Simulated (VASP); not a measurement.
Runs of VASP 6.6.1 on In3GaSb2N2. The structure is that of space group P3m1 (No. 156), or close to it. The cells are those of the table. 

| cell | k mesh | smearing | gap on the mesh (eV) | pressure (GPa) | largest force (eV/Å) |
| --- | --- | --- | --- | --- | --- |
| a = 3.380, b = 3.380, c = 16.891 Å, angles 90.0, 90.0, 120.0°, 8 atoms | 4 × 4 × 1 | gaussian 0.15 eV | none | -0.2 | 0.07 |
| a = 3.337, b = 3.337, c = 17.923 Å, angles 90.0, 90.0, 120.0°, 8 atoms | 12 × 12 × 2 | gaussian 0.1 eV | none | 0.0 | 0.02 |
| a = 3.464, b = 3.464, c = 15.734 Å, angles 90.0, 90.0, 120.0°, 8 atoms | 4 × 4 × 1 | gaussian 0.15 eV | none | 0.0 | 0.07 |
| a = 3.320, b = 3.324, c = 18.056 Å, angles 90.0, 90.0, 60.1°, 8 atoms | 8 × 8 × 2 | gaussian 0.2 eV | none | 0.1 | (a) |

Alike in all rows: task single point; level PBE; potentials or basis VASP PAW PBE potentials, release 64 (In_d, Ga_d, Sb, N); no spin polarisation; cutoff (eV) 520.

Estimate the missing entries.

(a) 0.05.

Caveats: some runs use coarse meshes; spin-orbit coupling is left out, which moves the levels of the heavy elements.

A k mesh can miss the band edges, and the runs leave out spin-orbit coupling on Ga, In, Sb.

A gap of «none» marks levels without a gap at the run's occupations.
